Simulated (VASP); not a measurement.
# LiCl (R-3m) in VASP: single point with HSE06

Aim: the single point of LiCl with HSE06.

Program: VASP 6.6.1. These are calculated values, not measurements. Logs are shortened: lines on timing, memory, paths and dates and some standing lists are left out, and cuts for length are marked.

## (1) The cell of the first run

The structure is trigonal, space group R-3m (No. 166). The conventional cell has a = 3.615 Å, b = 3.615 Å, c = 8.551 Å, α = 90.00°, β = 90.00°, γ = 120.00°. Within 3.3 Å of Li (site symmetry -3m) lie 6 Cl at 2.53 Å. Cl (site symmetry -3m) has 6 Li at 2.53 Å within 3.3 Å.

## (2) Single point, HSE06 (strain along [111] -3.4%)

POSCAR reads:

```
LiCl
1.0
   -0.0584480459      2.4975889485      2.4975889485
    2.4975889485     -0.0584480459      2.4975889485
    2.4975889485      2.4975889485     -0.0584480459
Li Cl
1 1
Direct
    0.0000000000      0.0000000000      0.0000000000
    0.5000000000      0.5000000000      0.5000000000
```

INCAR.step1 reads:

```
PREC = Accurate
ENCUT = 520
EDIFF = 1E-5
ISMEAR = 0
SIGMA = 0.01
LREAL = F
LASPH = T
NELM = 60
ALGO = Normal
ISIF = 2
LWAVE = T
LCHARG = F
NBANDS = 12
GGA = PE
```

INCAR.step2 reads:

```
PREC = Accurate
ENCUT = 520
EDIFF = 1E-6
ISMEAR = 0
SIGMA = 0.01
LREAL = F
LASPH = T
NELM = 60
ALGO = Normal
ISIF = 2
LWAVE = F
LCHARG = F
GGA = PE
LHFCALC = T
HFSCREEN = 0.2079
PRECFOCK = Normal
NBANDS = 12
ISTART = 1
```

KPOINTS reads:

```
Automatic mesh
0
Gamma
  6 6 6
```

Potentials or basis: VASP PAW PBE potentials, release 64 (Li_sv, Cl).

Started as:

```sh
$ cat potpaw_PBE.64/Li_sv/POTCAR potpaw_PBE.64/Cl/POTCAR > POTCAR
$ cp INCAR.step1 INCAR
$ mpirun -np 1 vasp_std > vasp.out
$ cp INCAR.step2 INCAR
$ mpirun -np 1 vasp_std > vasp.out
```

OUTCAR:

```text
PREC = Accurate
   ENCUT = 520
   EDIFF = 1E-6
   ISMEAR = 0
   LREAL = F
   LASPH = T
   NELM = 60
   ISIF = 2
   GGA = PE
   LHFCALC = T
   HFSCREEN = 0.2079
   PRECFOCK = Normal
   ISTART = 1

 ion  position               nearest neighbor table
   1  0.000  0.000  0.000-   2 2.53   2 2.53   2 2.53   2 2.53   2 2.53   2 2.53
   2  0.500  0.500  0.500-   1 2.53   1 2.53   1 2.53   1 2.53   1 2.53   1 2.53

  LATTYP: Found a trigonal (rhomboedric) cell.
 ALAT       =     3.5326077175
 COS(alpha) =     0.4764677452

  Lattice vectors:

 A1 = (  -0.0584480459,   2.4975889485,   2.4975889485)
 A2 = (   2.4975889485,  -0.0584480459,   2.4975889485)
 A3 = (   2.4975889485,   2.4975889485,  -0.0584480459)

Analysis of symmetry for initial positions (statically):
=====================================================================
 Subroutine PRICEL returns:
 Original cell was already a primitive cell.

 Routine SETGRP: Setting up the symmetry group for a
 trigonal (rhombohedral) supercell.

 Subroutine GETGRP returns: Found 12 space group operations
 (whereof 12 operations were pure point group operations)
 out of a pool of 12 trial point group operations.

The static configuration has the point symmetry D_3d.

Analysis of symmetry for dynamics (positions and initial velocities):
=====================================================================
 Subroutine PRICEL returns:
 Original cell was already a primitive cell.

 Routine SETGRP: Setting up the symmetry group for a
 trigonal (rhombohedral) supercell.

 Subroutine GETGRP returns: Found 12 space group operations
 (whereof 12 operations were pure point group operations)
 out of a pool of 12 trial point group operations.

The dynamic configuration has the point symmetry D_3d.

 Subroutine INISYM returns: Found 12 space group operations
 (whereof 12 operations are pure point group operations),
 and found     1 'primitive' translations

----------------------------------------------------------------------------------------

                                     Primitive cell

  volume of cell :      32.2533

  direct lattice vectors                    reciprocal lattice vectors
    -0.058448046  2.497588948  2.497588948    -0.193299349  0.197931295  0.197931295
[... 94 lines left out ...]
   POTIM  = 0.5000    time-step for ionic-motion
   TEBEG  =    0.0;   TEEND  =   0.0 temperature during run
   PSTRESS=    0.0 pullay stress
   NELECT =      10.0000    total number of electrons
   NUPDOWN=      -1.0000    fix difference up-down
   EMIN   =  10.00;   EMAX   =-10.00  energy-range for DOS
   EFERMI =   0.00;   METHOD = LEGACY
   ISMEAR =     0;   SIGMA  =   0.01  broadening in eV -4-tet -1-fermi 0-gaus
   EFERMI_NEDOS =   21; number of points for ismear=-14 and -15
   IALGO  =     38    algorithm
   IMIX   =      1    mixing-type and parameters
     AMIX     =   0.40;   BMIX     =  1.00
     AMIX_MAG =   1.60;   BMIX_MAG =  1.00
  volume/ion in A,a.u.               =      16.13       108.83
  Fermi-wavevector in a.u.,A,eV,Ry     =   1.108027  2.093867 16.704192  1.227724
  Thomas-Fermi vector in A             =   2.244549
   LORBIT       =      0    0 simple, 1 ext, 2 COOP (PROOUT), +10 PAW based schemes
   GGA     = PE    functional components
   LHFCALC =     T    Hartree Fock is set to
   PRECFOCK=normal    Normal, Fast or Accurate (Low or Medium for compatibility)
   ENCUT4O =  -1.0   cutoff for four orbital integrals eV
   NKREDX  =     1    reduce k-point grid by
   NKREDY  =     1    reduce k-point grid by
   NKREDZ  =     1    reduce k-point grid by
   AEXX    =    0.2500 exact exchange contribution
   HFSCREEN=    0.2079 screening length (either q_TF or 0.3 A-1)
   HFSCREENC=   0.2079 screening length for correlation (either q_TF or 0.3 A-1)
   ENCUTFOCK=  -1.0 apply spherical cutoff to Coloumb kernel
   IVDW    =     0    specifies the selected vdW correction
   LEPSILON=     F    determine dielectric tensor
   LRPA    =     F    only Hartree local field effects (RPA)
 non-spin polarized calculation
 Gauss-broadening in eV      SIGMA  =   0.01
  energy-cutoff  :      520.00
  volume of cell :       32.25
 maximum number of plane-waves:       893
 NGX is ok and might be reduce to    28
  NGX = 20; NGY = 20; NGZ = 20

 number of electron       9.9999998 magnetization

 Free energy of the ion-electron system (eV)
  ---------------------------------------------------
  ext. energy  EPLUGINS =         0.00000000
  ---------------------------------------------------
  free energy    TOTEN  =        -8.45007872 eV

  energy without entropy =       -8.45007872  energy(sigma->0) =       -8.45007872

 E-fermi :   0.3282     XC(G=0):  -7.4173

 val. band max:        0.1174114874   @ k =   0.0000   0.0000   0.0000
 cond. band min:       7.9565752812   @ k =   0.5000   0.5000   0.5000
 fundamental gap:      7.8391637938
 Fermi energy:         0.3281881664

 k-point     1 :       0.0000    0.0000    0.0000
  band No.  band energies     occupation
      1     -46.2364      2.00000
      2     -14.8724      2.00000
      3      -0.1028      2.00000
      4      -0.1028      2.00000
      5       0.1174      2.00000
      6       7.9733      0.00000
      7      13.2701      0.00000
      8      13.2701      0.00000
      9      13.9121      0.00000
     10      16.4392      0.00000
     11      16.4556      0.00000
     12      16.4565      0.00000
[... 331 lines left out ...]
 k-point    24 :      -0.3333    0.5000    0.1667
  band No.  band energies     occupation
      1     -46.2309      2.00000
      2     -13.8850      2.00000
      3      -2.9504      2.00000
      4      -1.9475      2.00000
      5      -1.2623      2.00000
      6      10.2571      0.00000
      7      10.8784      0.00000
      8      12.9893      0.00000
      9      13.4049      0.00000
     10      16.9959      0.00000
     11      19.3128      0.00000
     12      20.6831      0.00000

 [... further k-points ...]
[... 5 lines left out ...]
  --------------------------------------------------------------------------------------
  -------------------------------------------------------------------------------------
  Total        0.2523815      0.2523815      0.2523815      0.1265869      0.1265869      0.1265869
  in kB       12.5370256     12.5370256     12.5370256      6.2881926      6.2881926      6.2881926
  external PRESSURE =      12.5370256 kB  Pullay stress =       0.0000000 kB

 VOLUME and BASIS-vectors are now :
 -----------------------------------------------------------------------------
  energy-cutoff  :      520.00
  volume of cell :       32.25
      direct lattice vectors                 reciprocal lattice vectors
    -0.058448046  2.497588948  2.497588948    -0.193299349  0.197931295  0.197931295
     2.497588948 -0.058448046  2.497588948     0.197931295 -0.193299349  0.197931295
     2.497588948  2.497588948 -0.058448046     0.197931295  0.197931295 -0.193299349

 POSITION                                       TOTAL-FORCE (eV/Angst)
 -----------------------------------------------------------------------------------
      0.00000      0.00000      0.00000         0.000000      0.000000      0.000000
      2.46836      2.46836      2.46836        -0.000000     -0.000000     -0.000000
 -----------------------------------------------------------------------------------
    total drift:                                0.000002      0.000002      0.000002

  FREE ENERGIE OF THE ION-ELECTRON SYSTEM (eV)
  ---------------------------------------------------
  free  energy   TOTEN  =        -8.4500787185 eV

  energy  without entropy=       -8.4500787185  energy(sigma->0) =       -8.45007872
```

OSZICAR.step1:

```text
N       E                     dE             d eps       ncg     rms          rms(c)
DAV:   1     0.393603114874E+02    0.39360E+02   -0.40304E+03   768   0.762E+02
DAV:   2    -0.517735513012E+01   -0.44538E+02   -0.42636E+02   940   0.145E+02
DAV:   3    -0.737231563797E+01   -0.21950E+01   -0.21903E+01  1032   0.331E+01
DAV:   4    -0.743115900707E+01   -0.58843E-01   -0.58828E-01  1048   0.538E+00
DAV:   5    -0.743178051392E+01   -0.62151E-03   -0.62150E-03  1032   0.557E-01    0.245E+00
DAV:   6    -0.736555186701E+01    0.66229E-01   -0.13912E-01   932   0.177E+00    0.175E+00
DAV:   7    -0.736663583668E+01   -0.10840E-02   -0.48010E-02  1092   0.116E+00    0.932E-01
DAV:   8    -0.737029011558E+01   -0.36543E-02   -0.59912E-03   940   0.535E-01    0.150E-01
DAV:   9    -0.737025421510E+01    0.35900E-04   -0.18413E-04   964   0.939E-02    0.480E-02
DAV:  10    -0.737031063739E+01   -0.56422E-04   -0.99290E-05   932   0.676E-02    0.485E-02
DAV:  11    -0.737030932738E+01    0.13100E-05   -0.11693E-05   736   0.220E-02
   1 F= -.73703093E+01 E0= -.73703093E+01  d E =-.418441-131
```

It took 11 min on 1 thread of Intel Xeon Platinum 8375C at 2.90GHz (Ice Lake), shared host; peak memory 0.27 GiB.

What came out:

```
Free energy            : -8.4501 eV
Band gap on the k mesh : 7.84 eV, indirect (least direct gap 7.86 eV)
```

Caveat: the cell differs from its parent crystal (strain along [111] -3.4%); the cutoff is under 1.25 times the usual one of these potentials, so pressure, stress and relaxed cells hold a basis-set (Pulay) error; the PAW data sets were made with another functional, which shifts forces and pressure a little. A k mesh can miss the band edges.
